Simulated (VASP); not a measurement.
Wanted: the native input for a VASP 6.6.1 run.

- Task: relaxation of cell and atoms
- Functional: LDA
- Potentials or basis: VASP PAW LDA potentials, release 64 (Hf_pv, N)
- Cutoff: 600 eV
- k mesh: 12 × 12 × 12
- Occupations: gaussian, width 0.1 eV
- Spin: no spin polarisation
- Dipole correction: no
- Further INCAR settings: ALGO = Normal; EDIFF = 1e-07; IBRION = 2; EDIFFG = -0.002; NSW = 100; ISIF = 3

The structure of HfN (vib) lies in POSCAR:

```
HfN
1.0
    0.0000000000      2.2558601200      2.2558601200
    2.2558601200      0.0000000000      2.2558601200
    2.2558601200      2.2558601200      0.0000000000
Hf N
1 1
Direct
    0.0000000000      0.0000000000      0.0000000000
    0.5000000000      0.5000000000      0.5000000000
```

One way to write it, as run:

INCAR

```
SYSTEM = HfN
  PREC = Accurate
  ENCUT = 600
  EDIFF = 1E-7
  ISMEAR = 0
  SIGMA = 0.1
  LREAL = .FALSE.
  LASPH = .TRUE.
  NELM = 120
  ALGO = Normal
  ISIF = 3
  LWAVE = .FALSE.
  LCHARG = .FALSE.
  GGA = CA
  IBRION = 2
  NSW = 100
  EDIFFG = -0.002
  GGA_COMPAT = .FALSE.
  NELMIN = 4
```

KPOINTS

```
regular mesh
0
G
  12 12 12
  0 0 0
```

Potentials or basis: VASP PAW LDA potentials, release 64 (Hf_pv, N).

Launch:

```console
$ cat potpaw_LDA.64/Hf_pv/POTCAR potpaw_LDA.64/N/POTCAR > POTCAR
$ mpirun -np 1 vasp_std > vasp.out
```

Results of the run:

| Item | Value |
| --- | --- |
| Relaxed volume | 11.10 Å³/atom |
| Relaxed cell | a = 3.155 Å, b = 3.155 Å, c = 3.155 Å, α = 60.00°, β = 60.00°, γ = 60.00° |
| Space group after relaxing (to 0.05 Å) | Fm-3m (No. 225) |
| Energy gained by relaxing | 11.8 meV/atom |
| Ionic steps | 4 |
| Pressure after relaxing | 0.0 GPa |

It took 100 s on 1 thread of Intel Xeon 8259CL, with other jobs on the host, peak memory 0.17 GiB.
